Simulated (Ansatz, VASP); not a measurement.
AlAs in VASP and in Ansatz

The input INCAR:

```
SYSTEM = AlAs
  ALGO = Normal
  EDIFF = 1E-7
  EDIFFG = -0.01
  ENCUT = 500
  GGA = PE
  GGA_COMPAT = .FALSE.
  IBRION = 2
  ISIF = 3
  ISMEAR = 0
  LASPH = .TRUE.
  LCHARG = .FALSE.
  LREAL = .FALSE.
  LWAVE = .FALSE.
  NELM = 120
  NELMIN = 4
  NSW = 80
  PREC = Accurate
  SIGMA = 0.02
```

File KPOINTS:

```
k-points
0
G
  8 8 8
  0 0 0
```

POSCAR

```
AlAs
1.0
    0.0000000000      2.8633020324      2.8633020324
    2.8633020324      0.0000000000      2.8633020324
    2.8633020324      2.8633020324      0.0000000000
Al As
1 1
Direct
    0.7500000000      0.7500000000      0.7500000000
    0.0000000000      0.0000000000      0.0000000000
```

Input for Ansatz:

```yaml
crystal:
  lattice:
    - [0.0, 2.8633020324, 2.8633020324]
    - [2.8633020324, 0.0, 2.8633020324]
    - [2.8633020324, 2.8633020324, 0.0]
  atoms:
    - { symbol: Al, position: [0.75, 0.75, 0.75] }
    - { symbol: As, position: [0.0, 0.0, 0.0] }
basis:
  ecutwfc: 420
kpoints:
  mp_grid: { grid: [8, 8, 8] }
hamiltonian:
  xc: pbe
scf:
  occupations: { method: gaussian, width: 0.02 }
output:
  forces: true
  stress: true
  eigenvalues: true
relax:
  adjacent_minimum: "off"
  f_tol: 0.01
  max_steps: 60
  cell: { stress_tol: 0.1 }
```

Alike in both runs: task relaxation of cell and atoms; functional PBE; k mesh 8 × 8 × 8; occupations gaussian, width 0.02 eV; no spin polarisation.

|  | VASP | Ansatz |
| --- | --- | --- |
| version | VASP 6.6.1 | Ansatz 0.2.0 |
| potentials or method | VASP PAW PBE potentials, release 64 (Al, As), cutoff 500 eV | scalar-relativistic, plane waves, PAW |
| valence electrons in the cell | 8 | 18 |

|  | VASP | Ansatz | Ansatz less VASP |
| --- | --- | --- | --- |
| gap on the k mesh at the Fermi level, each at its own relaxed structure (eV) | 1.50 | 1.50 | +0.004 |
| relaxed volume (Å³/atom) | 23.55 | 23.47 | -0.074 |
| relaxed cell length with the largest relative difference (Å) | 4.054 | 4.049 | -0.0043 |

VASP's potentials hold 8 valence electrons a cell and Ansatz's 18, so a difference there can come from the potentials and not from the codes.
